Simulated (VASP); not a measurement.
Input of a VASP 6.6.1 run:

INCAR

```
SYSTEM = InAs
PREC = Accurate
ENCUT = 500
EDIFF = 1E-6
ISMEAR = -1
SIGMA = 0.02
LREAL = .False.
LASPH = .True.
NELM = 120
ALGO = Normal
ISIF = 2
LWAVE = .False.
LCHARG = .False.
GGA = PE
NBANDS = 16
GGA_COMPAT = .False.
```

KPOINTS

```
Automatic mesh
0
Gamma
  8 8 8
  0 0 0
```

POSCAR

```
InAs
1.0
    0.0000000000      3.2109866824      3.2109866824
    3.2109866824      0.0000000000      3.2109866824
    3.2109866824      3.2109866824      0.0000000000
In As
1 1
Direct
    0.0000000000      0.0000000000      0.0000000000
    0.2500000000      0.2500000000      0.2500000000
```

Potentials or basis: VASP PAW PBE potentials, release 64 (In_d, As).

Run with:

```bash
$ cat potpaw_PBE.64/In_d/POTCAR potpaw_PBE.64/As/POTCAR > POTCAR
$ mpirun -np 1 vasp_std > vasp.out
```

Task: Estimate the pressure.

Result: -4.1 GPa.

Task: What does it give for the band gap on the k mesh?

Result: Zero (filled and empty bands touch).

Caveat: the cell differs from its parent crystal (strain +5.1%); spin-orbit coupling is left out, which moves the levels of the heavy elements.
